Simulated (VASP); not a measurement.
Runs of VASP 6.6.1 on MgO2. The structure is that of space group R-3m (No. 166), or close to it. The cells are those of the table. 

```csv
cell,gap on the mesh (eV),pressure (GPa),largest force (eV/Å)
"a = 4.032 Å, angles 46.9°, 3 atoms",2.41,-9.9,0.55
"a = 3.923 Å, angles 50.9°, 3 atoms",(a),-9.2,1.42
"a = 3.999 Å, angles 49.8°, 3 atoms",(b),-13.2,0.56
"a = 4.110 Å, angles 46.0°, 3 atoms",1.95,-13.3,0.99
"a = 3.847 Å, angles 51.9°, 3 atoms",3.38,(c),2.52
"a = 4.011 Å, angles 45.9°, 3 atoms",2.32,-5.0,0.86
"a = 4.153 Å, angles 47.9°, 3 atoms",2.10,-19.0,0.59
"a = 3.824 Å, angles 50.9°, 3 atoms",3.65,-0.2,2.24
```

Alike in all rows: task single point; level r2SCAN; potentials or basis VASP PAW PBE potentials, release 64 (Mg, O); no spin polarisation; k mesh 12 × 12 × 12; cutoff (eV) 520; smearing gaussian 0.05 eV.

Problem. Estimate the missing entries.

Solution. (a) 3.37; (b) 3.00; (c) -4.5.

Caveats: the PAW data sets were made with another functional, which shifts forces and pressure a little; the cell stands under tension (at least some runs).

A k mesh can miss the band edges.
